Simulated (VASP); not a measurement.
# C10O in VASP: a series of runs, part 2 of 2

VASP 6.6.1.

## 3. Single point, PBE

Input file INCAR:

```
ALGO = Normal
DIPOL = 0.5 0.5 0.318
EDIFF = 1E-6
ENCUT = 520
GGA = PE
IDIPOL = 3
ISIF = 2
ISMEAR = 0
LASPH = T
LCHARG = F
LDIPOL = T
LREAL = F
LWAVE = F
NBANDS = 34
NELM = 80
PREC = Accurate
SIGMA = 0.1
```

Input file KPOINTS:

```
k-points
0
Gamma
  7 3 1
```

Input file POSCAR:

```
C10O
1.0
    4.2718357708      0.0000000000      0.0000000000
   -2.1359178854      8.6110540238      0.0000000000
    0.0000000000      0.0000000000     20.2788010491
C O
10 1
Direct
    0.1564123854      0.9794914374      0.1972503202
    0.8230790520      0.9794914374      0.1972503202
    0.6461581040      0.9589828748      0.2574344482
    0.3128247708      0.9589828748      0.2574344482
    0.1338042908      0.9383829247      0.3175270418
    0.8045779619      0.9383827251      0.3175270445
    0.6222261577      0.9176688648      0.3778998052
    0.2954420376      0.9176688691      0.3778997289
    0.0947395260      0.8987957680      0.4329048751
    0.8040524743      0.8987950712      0.4329053295
    0.0947395260      1.1487957680      0.3269093859
```

Potentials or basis: VASP PAW PBE potentials, release 64 (C, O).

The run is started by

```
cat potpaw_PBE.64/C/POTCAR potpaw_PBE.64/O/POTCAR > POTCAR
mpirun -np 1 vasp_std > vasp.out
```

OUTCAR:

```text
EDIFF = 1E-6
   ENCUT = 520
   GGA = PE
   ISIF = 2
   ISMEAR = 0
   LASPH = T
   LREAL = F
   NELM = 80
   PREC = Accurate

 ion  position               nearest neighbor table
   1  0.156  0.979  0.197-   4 1.42   2 1.42
   2  0.823  0.979  0.197-   3 1.42   1 1.42
   3  0.646  0.959  0.257-   4 1.42   2 1.42   6 1.43
   4  0.313  0.959  0.257-   3 1.42   1 1.42   5 1.43
   5  0.134  0.938  0.318-   6 1.41   4 1.43   8 1.44  11 1.92
   6  0.805  0.938  0.318-   5 1.41   3 1.43   7 1.44  11 1.99
   7  0.622  0.918  0.378-  10 1.39   8 1.40   6 1.44
   8  0.295  0.918  0.378-   9 1.39   7 1.40   5 1.44
   9  0.095  0.899  0.433-  10 1.24   8 1.39
  10  0.804  0.899  0.433-   9 1.24   7 1.39
  11  0.095  0.149  0.327-   5 1.92   6 1.99

  LATTYP: Found a base centered orthorhombic cell.
 ALAT       =     4.2718357708
 B/A-ratio  =     4.0315473187
 C/A-ratio  =     4.7470928512

  Lattice vectors:

 A1 = (   2.1359178854,  -8.6110540238,   0.0000000000)
 A2 = (   2.1359178854,   8.6110540238,   0.0000000000)
 A3 = (   0.0000000000,   0.0000000000,  20.2788010491)

Analysis of symmetry for initial positions (statically):
=====================================================================
 Subroutine PRICEL returns:
 Original cell was already a primitive cell.

 Routine SETGRP: Setting up the symmetry group for a
 base centered orthorhombic supercell.

 Subroutine GETGRP returns: Found  1 space group operations
 (whereof  1 operations were pure point group operations)
 out of a pool of  8 trial point group operations.

The static configuration has the point symmetry C_1 .

Analysis of symmetry for dynamics (positions and initial velocities):
[... 168 lines left out ...]
 non-spin polarized calculation
 Gauss-broadening in eV      SIGMA  =   0.10
  energy-cutoff  :      520.00
  volume of cell :      745.96
 maximum number of plane-waves:     20148
   NGX = 15   NGY = 33   NGZ = 75

 dipolmoment           0.000000      0.000000      0.086991 electrons x Angstroem

 number of electron      46.0000000 magnetization

 dipolmoment           0.000000      0.000000     -0.095348 electrons x Angstroem

 Free energy of the ion-electron system (eV)
  ---------------------------------------------------
  ext. energy  EPLUGINS =         0.00000000
  ---------------------------------------------------
  free energy    TOTEN  =       -84.80564136 eV

  energy without entropy =      -84.78674563  energy(sigma->0) =      -84.79619349

 E-fermi :  -4.8647     XC(G=0):  -2.1516

 val. band max:       -4.8701475633   @ k =   0.4286   0.3333   0.0000
 cond. band min:      -4.3856474012   @ k =   0.0000   0.3333   0.0000
 fundamental gap:      0.4845001621
 Fermi energy:        -4.8646542416

 k-point     1 :       0.0000    0.0000    0.0000
  band No.  band energies     occupation
      1     -24.0082      2.00000
      2     -21.6769      2.00000
      3     -20.8857      2.00000
      4     -18.8317      2.00000
      5     -18.4703      2.00000
      6     -17.5759      2.00000
[... 396 lines left out ...]
     33       1.8158      0.00000
     34       2.0775      0.00000

------------------------ aborting loop because EDIFF is reached ----------------------------------------

 vacuum level on the upper side and lower side of the slab       (xc-potential included)        -0.338         0.115

  FORCE on cell =-STRESS in cart. coord.  units (eV):
  Direction    XX          YY          ZZ          XY          YZ          ZX
  --------------------------------------------------------------------------------------
  -------------------------------------------------------------------------------------
  Total       -0.9851981     -5.4636886      1.9195855     -0.0022712     -0.3050077     -0.0100320
  in kB       -2.1160261    -11.7350078      4.1229200     -0.0048781     -0.6551009     -0.0215468
  external PRESSURE =      -3.2427046 kB  Pullay stress =       0.0000000 kB

 VOLUME and BASIS-vectors are now :
 -----------------------------------------------------------------------------
  energy-cutoff  :      520.00
  volume of cell :      745.96
      direct lattice vectors                 reciprocal lattice vectors
     4.271835771  0.000000000  0.000000000     0.234091396  0.058064901  0.000000000
    -2.135917885  8.611054024  0.000000000     0.000000000  0.116129802  0.000000000
     0.000000000  0.000000000 20.278801049     0.000000000  0.000000000  0.049312580

 POSITION                                       TOTAL-FORCE (eV/Angst)
 -----------------------------------------------------------------------------------
     -1.42395      8.43445      4.00000        -6.592154     -0.272734      1.149740
      1.42395      8.43445      4.00000         6.640446     -0.231353      1.086985
      0.71197      8.25785      5.22046        -1.497948     -0.076791     -1.933410
     -0.71197      8.25785      5.22046         1.566256     -0.091381     -2.241070
     -1.43272      8.08047      6.43907         0.384155      2.491711      0.192842
      1.43272      8.08046      6.43907        -0.611700      1.940478      0.107367
      0.69798      7.90210      7.66335        -1.671277     -0.327296      0.526215
     -0.69799      7.90210      7.66335         1.736138     -0.395908      0.768567
     -1.51504      7.73958      8.77879        -0.348802     -0.080347      0.146671
      1.51503      7.73957      8.77880         0.396887     -0.049027      0.191550
      0.08690      1.28129      6.62933        -0.002001     -2.907352      0.004543
 -----------------------------------------------------------------------------------
    total drift:                               -0.000257     -0.000424      0.000421

  FREE ENERGIE OF THE ION-ELECTRON SYSTEM (eV)
  ---------------------------------------------------
  free  energy   TOTEN  =       -84.8056413577 eV

  energy  without entropy=      -84.7867456272  energy(sigma->0) =      -84.79619349

 vacuum level on the upper side and lower side of the slab         0.955         1.416
```

OSZICAR:

```text
N       E                     dE             d eps       ncg     rms          rms(c)
DAV:   1     0.390031952379E+03    0.39003E+03   -0.15843E+04   852   0.953E+02
DAV:   2    -0.459311281634E+01   -0.39463E+03   -0.37705E+03  1200   0.212E+02
DAV:   3    -0.879452093940E+02   -0.83352E+02   -0.82107E+02   910   0.107E+02
DAV:   4    -0.910327266168E+02   -0.30875E+01   -0.30507E+01   878   0.268E+01
[... 19 lines left out ...]
DAV:  24    -0.848056318828E+02   -0.94138E-05   -0.32231E-07   578   0.225E-03    0.546E-04
DAV:  25    -0.848056352676E+02   -0.33848E-05   -0.11922E-07   592   0.126E-03    0.254E-04
DAV:  26    -0.848056396690E+02   -0.44014E-05   -0.18523E-07   564   0.117E-03    0.267E-04
DAV:  27    -0.848056407612E+02   -0.10922E-05   -0.51970E-08   616   0.747E-04    0.118E-04
DAV:  28    -0.848056413577E+02   -0.59656E-06   -0.31649E-08   584   0.485E-04
   1 F= -.84805641E+02 E0= -.84796193E+02  d E =-.188957E-01
```

Wall time 13 min (1 thread of Intel Xeon 6975P-C (Granite Rapids), shared host); peak memory 0.8 GiB.

What came out:

```yaml
Free_energy: -84.8056 eV
Largest_force: 6.733 eV/Å
Band_gap_on_the_k_mesh: zero (bands 23 and 24 overlap by 0.48 eV)
```

Forces in eV/Å, atoms in the order of the input:
```
C   -6.592 -0.273  1.150
C    6.640 -0.231  1.087
C   -1.498 -0.077 -1.933
C    1.566 -0.091 -2.241
C    0.384  2.492  0.193
C   -0.612  1.940  0.107
C   -1.671 -0.327  0.526
C    1.736 -0.396  0.769
C   -0.349 -0.080  0.147
C    0.397 -0.049  0.192
O   -0.002 -2.907  0.005
```
